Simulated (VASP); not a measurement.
# ZnO (P6_3mc) in VASP: settings compared, part 2 of 3

VASP 6.6.1.

### 3 Single point, PBE

This run uses another cell than the first one, of 12.33 Å³/atom.

Contents of INCAR:

```
SYSTEM = ZnO
ALGO = Normal
EDIFF = 1E-6
ENCUT = 520
GGA = PE
ISIF = 2
ISMEAR = -1
LASPH = .True.
LCHARG = .False.
LREAL = .False.
LWAVE = .False.
NBANDS = 26
NELM = 80
PREC = Accurate
SIGMA = 0.02
```

Contents of KPOINTS:

```
k-points
0
Gamma
  12 12 6
  0 0 0
```

Contents of POSCAR:

```
ZnO
1.0
    3.2793887450      0.0000000000      0.0000000000
   -1.6396943725      2.8400339621      0.0000000000
    0.0000000000      0.0000000000      5.2939074201
Zn O
2 2
Direct
    0.3333333333      0.6666666667     -0.0020276074
    0.6666666667      0.3333333333      0.4979723926
    0.3333333333      0.6666666667      0.3770276074
    0.6666666667      0.3333333333      0.8770276074
```

Potentials or basis: VASP PAW PBE potentials, release 64 (Zn, O).

Run with:

```console
$ cat potpaw_PBE.64/Zn/POTCAR potpaw_PBE.64/O/POTCAR > POTCAR
$ mpirun -np 1 vasp_std > vasp.out
```

OUTCAR:

```text
SYSTEM = ZnO
   EDIFF = 1E-6
   ENCUT = 520
   GGA = PE
   ISIF = 2
   ISMEAR = -1
   LASPH = .True.
   LREAL = .False.
   NELM = 80
   PREC = Accurate

 ion  position               nearest neighbor table
   1  0.333  0.667  0.998-   4 2.00   4 2.00   4 2.00   3 2.01
   2  0.667  0.333  0.498-   3 2.00   3 2.00   3 2.00   4 2.01
   3  0.333  0.667  0.377-   2 2.00   2 2.00   2 2.00   1 2.01
   4  0.667  0.333  0.877-   1 2.00   1 2.00   1 2.00   2 2.01

  LATTYP: Found a hexagonal cell.
 ALAT       =     3.2793887450
 C/A-ratio  =     1.6142970022

  Lattice vectors:

 A1 = (   3.2793887450,   0.0000000000,   0.0000000000)
 A2 = (  -1.6396943725,   2.8400339621,   0.0000000000)
 A3 = (   0.0000000000,   0.0000000000,   5.2939074201)

Analysis of symmetry for initial positions (statically):
=====================================================================
 Subroutine PRICEL returns:
 Original cell was already a primitive cell.

 Routine SETGRP: Setting up the symmetry group for a
 hexagonal supercell.

 Subroutine GETGRP returns: Found 12 space group operations
 (whereof  6 operations were pure point group operations)
 out of a pool of 24 trial point group operations.

The static configuration has the point symmetry C_3v.
 The point group associated with its full space group is C_6v.

Analysis of symmetry for dynamics (positions and initial velocities):
=====================================================================
 Subroutine PRICEL returns:
 Original cell was already a primitive cell.

 Routine SETGRP: Setting up the symmetry group for a
 hexagonal supercell.

 Subroutine GETGRP returns: Found 12 space group operations
 (whereof  6 operations were pure point group operations)
 out of a pool of 24 trial point group operations.

The dynamic configuration has the point symmetry C_3v.
 The point group associated with its full space group is C_6v.

 Subroutine INISYM returns: Found 12 space group operations
 (whereof  6 operations are pure point group operations),
 and found     1 'primitive' translations

----------------------------------------------------------------------------------------

                                     Primitive cell

  volume of cell :      49.3052

  direct lattice vectors                    reciprocal lattice vectors
     3.279388745  0.000000000  0.000000000     0.304934876  0.176054233  0.000000000
    -1.639694372  2.840033962  0.000000000     0.000000000  0.352108465  0.000000000
     0.000000000  0.000000000  5.293907420     0.000000000  0.000000000  0.188896390

  length of vectors
     3.279388745  3.279388745  5.293907420     0.352108465  0.352108465  0.188896390

  position of ions in fractional coordinates (direct lattice)
     0.333333333  0.666666667  0.997972393
     0.666666667  0.333333333  0.497972393
     0.333333333  0.666666667  0.377027607
     0.666666667  0.333333333  0.877027607

  ion indices of the primitive-cell ions
   primitive index   ion index
                 1           1
                 2           2
                 3           3
                 4           4

----------------------------------------------------------------------------------------

 KPOINTS: k-points

Automatic generation of k-mesh.
 Grid dimensions read from file:
 generate k-points for:   12   12    6

 Generating k-lattice:

  Cartesian coordinates                     Fractional coordinates (reciprocal lattice)
     0.025411240  0.014671186  0.000000000     0.083333333  0.000000000  0.000000000
     0.000000000  0.029342372  0.000000000     0.000000000  0.083333333  0.000000000
     0.000000000  0.000000000  0.031482732     0.000000000  0.000000000  0.166666667

  Length of vectors
     0.029342372  0.029342372  0.031482732

  Shift w.r.t. Gamma in fractional coordinates (k-lattice)
     0.000000000  0.000000000  0.000000000

 Subroutine IBZKPT returns following result:
 ===========================================

 Found     76 irreducible k-points:

 Following reciprocal coordinates:
            Coordinates               Weight
  0.000000  0.000000  0.000000      1.000000
  0.083333  0.000000  0.000000      6.000000
  0.166667  0.000000  0.000000      6.000000
  0.250000  0.000000  0.000000      6.000000
  0.333333  0.000000  0.000000      6.000000
  0.416667  0.000000  0.000000      6.000000
[... 16 lines left out ...]
  0.250000  0.000000  0.166667     12.000000
  0.333333  0.000000  0.166667     12.000000
 [... further k-points ...]
   k-points           NKPTS =     76   k-points in BZ     NKDIM =     76   number of bands    NBANDS=     26
   number of dos      NEDOS =    301   number of ions     NIONS =      4
   total plane-waves  NPLWV =  23040
   dimension x,y,z NGX =    24 NGY =   24 NGZ =   40
   dimension x,y,z NGXF=    48 NGYF=   48 NGZF=   80
   ions per type =               2   2
   NGX,Y,Z   is equivalent  to a cutoff of  12.17, 12.17, 12.56 a.u.
   NGXF,Y,Z  is equivalent  to a cutoff of  24.33, 24.33, 25.12 a.u.
 SYSTEM =  ZnO
   PREC   = accura    normal or accurate (medium, high low for compatibility)
   ISTART =      0    job   : 0-new  1-cont  2-samecut
   ICHARG =      2    charge: 1-file 2-atom 10-const
   ISPIN  =      1    spin polarized calculation?
   LNONCOLLINEAR =      F non collinear calculations
   LSORBIT =      F    spin-orbit coupling
   LASPH  =      T    aspherical Exc in radial PAW
   ENCUT  =  520.0 eV  38.22 Ry    6.18 a.u.   6.10  6.10  9.84*2*pi/ulx,y,z
   NELM   =     80;   NELMIN=  2; NELMDL= -5     # of ELM steps
   EDIFF  = 0.1E-05   stopping-criterion for ELM
   LREAL  =      F    real-space projection
   EDIFFG = 0.1E-04   stopping-criterion for IOM
   NSW    =      0    number of steps for IOM
   IBRION =     -1    ionic relax: 0-MD 1-quasi-New 2-CG
   NFREE  =      0    steps in history (QN), initial steepest desc. (CG)
   ISIF   =      2    stress and relaxation
   ISYM   =      2    0-nonsym 1-usesym 2-fastsym
   POTIM  = 0.5000    time-step for ionic-motion
   TEBEG  =    0.0;   TEEND  =   0.0 temperature during run
   PSTRESS=    0.0 pullay stress
   NELECT =      36.0000    total number of electrons
   NUPDOWN=      -1.0000    fix difference up-down
   EMIN   =  10.00;   EMAX   =-10.00  energy-range for DOS
   EFERMI =   0.00;   METHOD = LEGACY
   ISMEAR =    -1;   SIGMA  =   0.02  broadening in eV -4-tet -1-fermi 0-gaus
   EFERMI_NEDOS =   21; number of points for ismear=-14 and -15
   IALGO  =     38    algorithm
   IMIX   =      4    mixing-type and parameters
     AMIX     =   0.40;   BMIX     =  1.00
     AMIX_MAG =   1.60;   BMIX_MAG =  1.00
  volume/ion in A,a.u.               =      12.33        83.18
  Fermi-wavevector in a.u.,A,eV,Ry     =   1.474160  2.785759 29.567485  2.173149
  Thomas-Fermi vector in A             =   2.588966
   LORBIT       =      0    0 simple, 1 ext, 2 COOP (PROOUT), +10 PAW based schemes
   GGA     = PE    functional components
   LHFCALC =     F    Hartree Fock is set to
   AEXX    =    0.0000 exact exchange contribution
   IVDW    =     0    specifies the selected vdW correction
   LEPSILON=     F    determine dielectric tensor
   LRPA    =     F    only Hartree local field effects (RPA)
 non-spin polarized calculation
  energy-cutoff  :      520.00
  volume of cell :       49.31
 maximum number of plane-waves:      1350
   NGX = 13   NGY = 13   NGZ = 19

 number of electron      36.0000035 magnetization

 Free energy of the ion-electron system (eV)
  ---------------------------------------------------
  ext. energy  EPLUGINS =         0.00000000
  ---------------------------------------------------
  free energy    TOTEN  =       -17.86100809 eV

  energy without entropy =      -17.86100809  energy(sigma->0) =      -17.86100809

 E-fermi :   1.2606     XC(G=0): -10.7253

 val. band max:        0.8947182043   @ k =   0.0000   0.0000   0.0000
 cond. band min:       1.6223127646   @ k =   0.0000   0.0000   0.0000
 fundamental gap:      0.7275945604
 Fermi energy:         1.2605828936

 k-point     1 :       0.0000    0.0000    0.0000
  band No.  band energies     occupation
      1     -16.9232      2.00000
      2     -16.2561      2.00000
      3      -4.6421      2.00000
      4      -4.6421      2.00000
      5      -4.6029      2.00000
      6      -4.4882      2.00000
[... 685 lines left out ...]
     25      14.1255      0.00000
     26      14.6819      0.00000

 [... further k-points ...]

------------------------ aborting loop because EDIFF is reached ----------------------------------------

  FORCE on cell =-STRESS in cart. coord.  units (eV):
  Direction    XX          YY          ZZ          XY          YZ          ZX
  --------------------------------------------------------------------------------------
  -------------------------------------------------------------------------------------
  Total        0.2767397      0.2767397      0.2729257      0.0000000      0.0000000      0.0000000
  in kB        8.9926827      8.9926827      8.8687467      0.0000000      0.0000000      0.0000000
  external PRESSURE =       8.9513707 kB  Pullay stress =       0.0000000 kB

 VOLUME and BASIS-vectors are now :
 -----------------------------------------------------------------------------
  energy-cutoff  :      520.00
  volume of cell :       49.31
      direct lattice vectors                 reciprocal lattice vectors
     3.279388745  0.000000000  0.000000000     0.304934876  0.176054233  0.000000000
    -1.639694372  2.840033962  0.000000000     0.000000000  0.352108465  0.000000000
     0.000000000  0.000000000  5.293907420     0.000000000  0.000000000  0.188896390

 POSITION                                       TOTAL-FORCE (eV/Angst)
 -----------------------------------------------------------------------------------
     -0.00000      1.89336      5.28317        -0.000000      0.000000      0.001421
      1.63969      0.94668      2.63622        -0.000000      0.000000      0.001421
     -0.00000      1.89336      1.99595         0.000000     -0.000000     -0.001421
      1.63969      0.94668      4.64290        -0.000000     -0.000000     -0.001421
 -----------------------------------------------------------------------------------
    total drift:                               -0.000001     -0.000001      0.001053

  FREE ENERGIE OF THE ION-ELECTRON SYSTEM (eV)
  ---------------------------------------------------
  free  energy   TOTEN  =       -17.8610080886 eV

  energy  without entropy=      -17.8610080886  energy(sigma->0) =      -17.86100809
```

OSZICAR:

```text
N       E                     dE             d eps       ncg     rms          rms(c)
DAV:   1     0.294433607741E+03    0.29443E+03   -0.18233E+04  3992   0.199E+03
DAV:   2     0.112528297101E+02   -0.28318E+03   -0.26582E+03  4126   0.407E+02
DAV:   3    -0.204722967907E+02   -0.31725E+02   -0.31306E+02  4402   0.138E+02
DAV:   4    -0.211020473364E+02   -0.62975E+00   -0.62837E+00  4462   0.201E+01
DAV:   5    -0.211051873282E+02   -0.31400E-02   -0.31397E-02  4368   0.146E+00    0.141E+01
DAV:   6    -0.176976065250E+02    0.34076E+01   -0.67572E+00  6254   0.626E+01    0.848E+00
DAV:   7    -0.178999726990E+02   -0.20237E+00   -0.29395E+00  4092   0.172E+01    0.511E+00
DAV:   8    -0.179089941439E+02   -0.90214E-02   -0.51952E-01  5644   0.735E+00    0.163E+00
DAV:   9    -0.178583802053E+02    0.50614E-01   -0.10370E-01  5742   0.630E+00    0.301E-01
DAV:  10    -0.178608693305E+02   -0.24891E-02   -0.35558E-02  4006   0.133E+00    0.123E-01
DAV:  11    -0.178609841839E+02   -0.11485E-03   -0.66146E-04  4302   0.454E-01    0.436E-02
DAV:  12    -0.178610008033E+02   -0.16619E-04   -0.18620E-04  5074   0.397E-01    0.160E-02
DAV:  13    -0.178610126486E+02   -0.11845E-04   -0.36590E-05  4412   0.993E-02    0.187E-02
DAV:  14    -0.178610082749E+02    0.43738E-05   -0.16523E-05  4366   0.354E-02    0.189E-03
DAV:  15    -0.178610080886E+02    0.18621E-06   -0.11134E-06  2772   0.920E-03
   1 F= -.17861008E+02 E0= -.17861008E+02  d E =-.444402E-10
```

It took 29 s on 1 thread of Intel Xeon 6975P-C (Granite Rapids), shared host; peak memory 0.21 GiB.

Results:

```yaml
Free_energy: -17.8610 eV
Pressure: 0.9 GPa
Band_gap_on_the_k_mesh: 0.73 eV
```

Levels at points of the mesh, in eV from the valence-band top:
| k point | band 14 | band 15 | band 16 | band 17 | band 18 | band 19 | band 20 | band 21 | band 22 | band 23 |
| --- | --- | --- | --- | --- | --- | --- | --- | --- | --- | --- |
| (0.00, 0.00, 0.00) | -0.75 | -0.75 | -0.08 | 0.00 | 0.00 | 0.73 | 5.09 | 8.07 | 12.73 | 12.73 |
| (0.50, 0.00, 0.00) | -3.44 | -2.72 | -2.14 | -1.23 | -0.79 | 5.62 | 6.82 | 7.52 | 8.27 | 10.40 |
| (0.00, 0.00, 0.50) | -2.23 | -0.37 | -0.37 | -0.37 | -0.37 | 3.36 | 3.36 | 9.91 | 9.91 | 13.01 |
| (0.50, 0.00, 0.50) | -3.69 | -1.43 | -1.43 | -1.32 | -1.32 | 5.64 | 5.64 | 8.23 | 8.23 | 11.15 |

Caveat: semilocal functionals underestimate gaps, and a narrow one can read as zero.

### 4 Single point, r2SCAN

Contents of POSCAR:

```
ZnO
1.0
    3.2353408559      0.0000000000      0.0000000000
   -1.6176704279      2.8018873711      0.0000000000
    0.0000000000      0.0000000000      5.2109518619
Zn O
2 2
Direct
    0.3333333333      0.6666666667     -0.0023477509
    0.6666666667      0.3333333333      0.4976522491
    0.3333333333      0.6666666667      0.3773477509
    0.6666666667      0.3333333333      0.8773477509
```

Contents of INCAR.step1:

```
ALGO = Normal ; EDIFF = 1E-4
ENCUT = 520 ; GGA = PE
ISMEAR = -1 ; LASPH = True
LCHARG = False ; LREAL = False
LWAVE = True ; NBANDS = 26
NELM = 100 ; PREC = Accurate
SIGMA = 0.02
```

Contents of INCAR.step2:

```
ALGO = Normal ; EDIFF = 1E-7
ENCUT = 520 ; ISIF = 2
ISMEAR = -1 ; ISTART = 1
LASPH = True ; LCHARG = False
LMIXTAU = True ; LREAL = False
LWAVE = False ; METAGGA = R2SCAN
NBANDS = 26 ; NELM = 100
PREC = Accurate ; SIGMA = 0.02
```

Contents of KPOINTS:

```
k-points
0
Gamma
  12 12 4
```

Potentials or basis: VASP PAW PBE potentials, release 64 (Zn, O).

Run with:

```console
$ cat potpaw_PBE.64/Zn/POTCAR potpaw_PBE.64/O/POTCAR > POTCAR
$ cp INCAR.step1 INCAR
$ mpirun -np 1 vasp_std > vasp.out
$ cp INCAR.step2 INCAR
$ mpirun -np 1 vasp_std > vasp.out
```

OUTCAR:

```text
EDIFF = 1E-7
   ENCUT = 520
   ISIF = 2
   ISMEAR = -1
   ISTART = 1
   LASPH = True
   LREAL = False
   METAGGA = R2SCAN
   NELM = 100
   PREC = Accurate

 ion  position               nearest neighbor table
   1  0.333  0.667  0.998-   4 1.97   4 1.97   4 1.97   3 1.98
   2  0.667  0.333  0.498-   3 1.97   3 1.97   3 1.97   4 1.98
   3  0.333  0.667  0.377-   2 1.97   2 1.97   2 1.97   1 1.98
   4  0.667  0.333  0.877-   1 1.97   1 1.97   1 1.97   2 1.98

  LATTYP: Found a hexagonal cell.
 ALAT       =     3.2353408559
 C/A-ratio  =     1.6106345804

  Lattice vectors:

 A1 = (   3.2353408559,   0.0000000000,   0.0000000000)
 A2 = (  -1.6176704279,   2.8018873711,   0.0000000000)
 A3 = (   0.0000000000,   0.0000000000,   5.2109518619)

Analysis of symmetry for initial positions (statically):
=====================================================================
 Subroutine PRICEL returns:
 Original cell was already a primitive cell.

 Routine SETGRP: Setting up the symmetry group for a
 hexagonal supercell.
[... 168 lines left out ...]
  free energy    TOTEN  =       -36.31770269 eV

  energy without entropy =      -36.31770269  energy(sigma->0) =      -36.31770269

 E-fermi :   1.3639     XC(G=0): -11.7064

 val. band max:        0.9188807233   @ k =   0.0000   0.0000   0.0000
 cond. band min:       2.1533789282   @ k =   0.0000   0.0000   0.0000
 fundamental gap:      1.2344982049
 Fermi energy:         1.3639042126

 k-point     1 :       0.0000    0.0000    0.0000
  band No.  band energies     occupation
      1     -18.2266      2.00000
      2     -17.5304      2.00000
      3      -4.9397      2.00000
      4      -4.9397      2.00000
      5      -4.8828      2.00000
      6      -4.8351      2.00000
[... 685 lines left out ...]
     25      15.2430      0.00000
     26      15.7976      0.00000

 [... further k-points ...]

------------------------ aborting loop because EDIFF is reached ----------------------------------------

  FORCE on cell =-STRESS in cart. coord.  units (eV):
  Direction    XX          YY          ZZ          XY          YZ          ZX
  --------------------------------------------------------------------------------------
  -------------------------------------------------------------------------------------
  Total        0.2974865      0.2974865      0.3220361      0.0000000      0.0000000      0.0000000
  in kB       10.0899750     10.0899750     10.9226330      0.0000000      0.0000000      0.0000000
  external PRESSURE =      10.3675277 kB  Pullay stress =       0.0000000 kB

 VOLUME and BASIS-vectors are now :
 -----------------------------------------------------------------------------
  energy-cutoff  :      520.00
  volume of cell :       47.24
      direct lattice vectors                 reciprocal lattice vectors
     3.235340856  0.000000000  0.000000000     0.309086444  0.178451142  0.000000000
    -1.617670428  2.801887371  0.000000000     0.000000000  0.356902283  0.000000000
     0.000000000  0.000000000  5.210951862     0.000000000  0.000000000  0.191903519

 POSITION                                       TOTAL-FORCE (eV/Angst)
 -----------------------------------------------------------------------------------
     -0.00000      1.86792      5.19872         0.000000      0.000000      0.002914
      1.61767      0.93396      2.59324        -0.000000     -0.000000      0.002914
     -0.00000      1.86792      1.96634         0.000000      0.000000     -0.002914
      1.61767      0.93396      4.57182         0.000000      0.000000     -0.002914
 -----------------------------------------------------------------------------------
    total drift:                                0.000001      0.000002     -0.001042

  FREE ENERGIE OF THE ION-ELECTRON SYSTEM (eV)
  ---------------------------------------------------
  free  energy   TOTEN  =       -36.3177026874 eV

  energy  without entropy=      -36.3177026874  energy(sigma->0) =      -36.31770269
```

OUTCAR.step1:

```text
EDIFF = 1E-4
   ENCUT = 520
   GGA = PE
   ISMEAR = -1
   LASPH = True
   LREAL = False
[... 925 lines left out ...]
      1.61767      0.93396      2.59324         0.000000      0.000000      0.003284
     -0.00000      1.86792      1.96634        -0.000000      0.000000     -0.003284
      1.61767      0.93396      4.57182        -0.000000      0.000000     -0.003284
 -----------------------------------------------------------------------------------
    total drift:                                0.000001      0.000001     -0.004378

  FREE ENERGIE OF THE ION-ELECTRON SYSTEM (eV)
  ---------------------------------------------------
  free  energy   TOTEN  =       -17.8082562177 eV

  energy  without entropy=      -17.8082562177  energy(sigma->0) =      -17.80825622
```

OSZICAR.step1:

```text
N       E                     dE             d eps       ncg     rms          rms(c)
DAV:   1     0.296044266793E+03    0.29604E+03   -0.18178E+04  3004   0.202E+03
DAV:   2     0.100520198039E+02   -0.28599E+03   -0.26689E+03  3178   0.413E+02
DAV:   3    -0.204848656211E+02   -0.30537E+02   -0.30161E+02  3308   0.139E+02
DAV:   4    -0.210482202066E+02   -0.56335E+00   -0.56221E+00  3210   0.192E+01
DAV:   5    -0.210511439011E+02   -0.29237E-02   -0.29235E-02  3204   0.141E+00    0.149E+01
DAV:   6    -0.176320269359E+02    0.34191E+01   -0.65530E+00  4594   0.613E+01    0.914E+00
DAV:   7    -0.178462157628E+02   -0.21419E+00   -0.29670E+00  3050   0.170E+01    0.547E+00
DAV:   8    -0.178574030258E+02   -0.11187E-01   -0.50039E-01  4396   0.766E+00    0.164E+00
DAV:   9    -0.178054124861E+02    0.51991E-01   -0.10647E-01  4358   0.650E+00    0.293E-01
DAV:  10    -0.178081988892E+02   -0.27864E-02   -0.37758E-02  3002   0.133E+00    0.134E-01
DAV:  11    -0.178082562177E+02   -0.57329E-04   -0.53432E-04  3194   0.226E-01
   1 F= -.17808256E+02 E0= -.17808256E+02  d E =-.125824E-10
```

Run time: 79 s. Hardware: 1 thread of Intel Xeon 6975P-C (Granite Rapids), shared host; peak memory 0.2 GiB.

Results:

| Quantity | Value |
| --- | --- |
| Free energy | -36.3177 eV |
| Pressure | 1.0 GPa |
| Band gap on the k mesh | 1.23 eV |

Forces on the atoms (eV/Å):
```
Zn   0.000  0.000  0.003
Zn   0.000  0.000  0.003
O    0.000  0.000 -0.003
O    0.000  0.000 -0.003
```

Levels at points of the mesh, in eV from the valence-band top:
```csv
k point,band 16,band 17,band 18,band 19,band 20,band 21
"(0.00, 0.00, 0.00)",-0.10,0.00,0.00,1.23,5.87,8.83
"(0.50, 0.00, 0.00)",-2.34,-1.31,-0.87,6.43,7.36,8.08
"(0.00, 0.00, 0.50)",-0.40,-0.40,-0.40,3.94,3.94,10.83
"(0.50, 0.00, 0.50)",-1.56,-1.41,-1.41,6.25,6.25,9.18
```

Caveat: the PAW data sets were made with another functional, which shifts forces and pressure a little.

(Continued in part 3 of 3.)
